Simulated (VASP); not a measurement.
A run of VASP 6.6.1 is set up as follows.

Contents of INCAR:

```
SYSTEM = Y7TiN8
PREC = Accurate
ENCUT = 520
EDIFF = 1E-6
ISMEAR = 0
SIGMA = 0.05
LREAL = Auto
LASPH = .True.
NELM = 150
ALGO = Normal
ISIF = 2
LWAVE = .False.
LCHARG = .False.
ISPIN = 2
MAGMOM = 0.84 0 0 0 0 0 0 0.01 0 -0.02 -0.02 -0.03 -0.03 -0.02 -0.02 0
LORBIT = 11
LMAXMIX = 4
LDAU = .True.
LDAUTYPE = 2
LDAUL = 2 -1 -1
LDAUU = 5 0 0
LDAUJ = 0 0 0
LDAUPRINT = 1
GGA = PS
NBANDS = 82
```

File KPOINTS:

```
regular mesh
0
Gamma
  3 3 3
  0 0 0
```

The input POSCAR:

```
Y7TiN8
1.0
    0.0000000000      4.8935000000      4.8935000000
    4.8935000000      0.0000000000      4.8935000000
    4.8935000000      4.8935000000      0.0000000000
Ti Y N
1 7 8
Direct
    0.2500000000      0.2500000000      0.2500000000
    0.2500000000      0.2500000000      0.7500000000
    0.2500000000      0.7500000000      0.2500000000
    0.2500000000      0.7500000000      0.7500000000
    0.7500000000      0.2500000000      0.2500000000
    0.7500000000      0.2500000000      0.7500000000
    0.7500000000      0.7500000000      0.2500000000
    0.7500000000      0.7500000000      0.7500000000
    1.0000000000      1.0000000000      1.0000000000
    0.0105997846      0.0105997846      0.4894002154
    0.0105997846      0.4894002154      0.0105997846
    0.0105997846      0.4894002154      0.4894002154
    0.4894002154      0.0105997846      0.0105997846
    0.4894002154      0.0105997846      0.4894002154
    0.4894002154      0.4894002154      0.0105997846
    0.5000000000      0.5000000000      0.5000000000
```

Potentials or basis: VASP PAW PBE potentials, release 64 (Ti_sv, Y_sv, N).

The run is started by

```sh
$ cat potpaw_PBE.64/Ti_sv/POTCAR potpaw_PBE.64/Y_sv/POTCAR potpaw_PBE.64/N/POTCAR > POTCAR
$ mpirun -np 1 vasp_std > vasp.out
```

Task: Predict the net moment.

Result: 0.33 μB per cell.

Task: Estimate the pressure.

Result: -11.3 GPa.

Task: What does it give for the site moments?

Result: Ti +0.19; Y +0.01, +0.03 (each value once); N +0.01, -0.01 (each value once) μB.

Task: Estimate the largest force.

Result: 0.017 eV/Å.

Forces on the atoms (eV/Å):
```
Ti   0.000  0.000  0.000
Y    0.000  0.000  0.000
Y    0.000  0.000  0.000
Y    0.000  0.000  0.000
Y    0.000  0.000  0.000
Y    0.000  0.000  0.000
Y    0.000  0.000  0.000
Y    0.000  0.000  0.000
N    0.000  0.000  0.000
N    0.000  0.000 -0.017
N    0.000 -0.017  0.000
N    0.017  0.000  0.000
N   -0.017  0.000  0.000
N    0.000  0.017  0.000
N    0.000  0.000  0.017
N    0.000  0.000  0.000
```

Caveat: the k points lie up to 0.37 Å⁻¹ apart; the PAW data sets were made with another functional, which shifts forces and pressure a little.
